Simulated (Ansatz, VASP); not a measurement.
**Two plane-wave programs on Hf**

Contents of POSCAR:

```
Hf
1.0
    2.9138100000      0.0000000000      0.0000000000
    0.0000000000      2.9138100000      0.0000000000
    0.0000000000      0.0000000000      2.9138100000
Hf
1
Direct
    0.5000000000      0.5000000000      0.5000000000
```

Contents of INCAR.step1:

```
ALGO = Normal ; EDIFF = 1E-5
ENCUT = 520 ; GGA = PE
ISIF = 2 ; ISMEAR = -1
LASPH = T ; LCHARG = F
LREAL = F ; LWAVE = T
NBANDS = 11 ; NELM = 80
PREC = Accurate ; SIGMA = 0.05
```

INCAR.step2

```
AEXX = 0.25 ; ALGO = Normal
EDIFF = 1E-6 ; ENCUT = 520
ISIF = 2 ; ISMEAR = -1
ISTART = 1 ; LASPH = T
LCHARG = F ; LHFCALC = T
LMIXTAU = T ; LREAL = F
LWAVE = F ; METAGGA = R2SCAN
NBANDS = 11 ; NELM = 80
PREC = Accurate ; PRECFOCK = Normal
SIGMA = 0.05
```

Contents of KPOINTS:

```
k-points
0
Gamma
  5 5 5
```

input.yaml

```yaml
crystal:
  lattice:
    - [2.91381, 0.0, 0.0]
    - [0.0, 2.91381, 0.0]
    - [0.0, 0.0, 2.91381]
  atoms:
    - { symbol: Hf, position: [0.5, 0.5, 0.5] }
hamiltonian:
  xc: r2scan0
  pseudopotentials: { kind: paw }
kpoints:
  mp_grid: { grid: [5, 5, 5] }
scf:
  occupations: { method: fermi_dirac, width: 0.05 }
  n_extra_bands: 6
output:
  forces: true
  stress: true
  eigenvalues: true
  dos: { projected: true, de: 0.05 }
```

Alike in both runs: functional r2SCAN0; k mesh 5 × 5 × 5; occupations fermi-dirac, width 0.05 eV; no spin polarisation.

```csv
,VASP,Ansatz
version,VASP 6.6.1,Ansatz 0.2.0
potentials or method,"VASP PAW PBE potentials, release 64 (Hf_pv)",Ansatz PAW
plane-wave cutoff (eV),520,500
valence electrons in the cell,10,26
task,single point,projected density of states
```

VASP gave:

```
gap on the k mesh at the Fermi level (eV) : none
pressure (GPa)                            : -1.4
```

Q: What did Ansatz give for the same quantities?

A: gap on the k mesh at the Fermi level (eV): none; pressure (GPa): 0.5.

VASP's potentials were made for PBE, not for r2SCAN0. A gap of «none» marks a metal or a gap that the smearing closes. VASP's potentials hold 10 valence electrons a cell and Ansatz's 26, so a difference there can come from the potentials and not from the codes.

The k mesh is coarse, so the values compare programs but aren't converged. Neither program's run includes spin-orbit coupling.
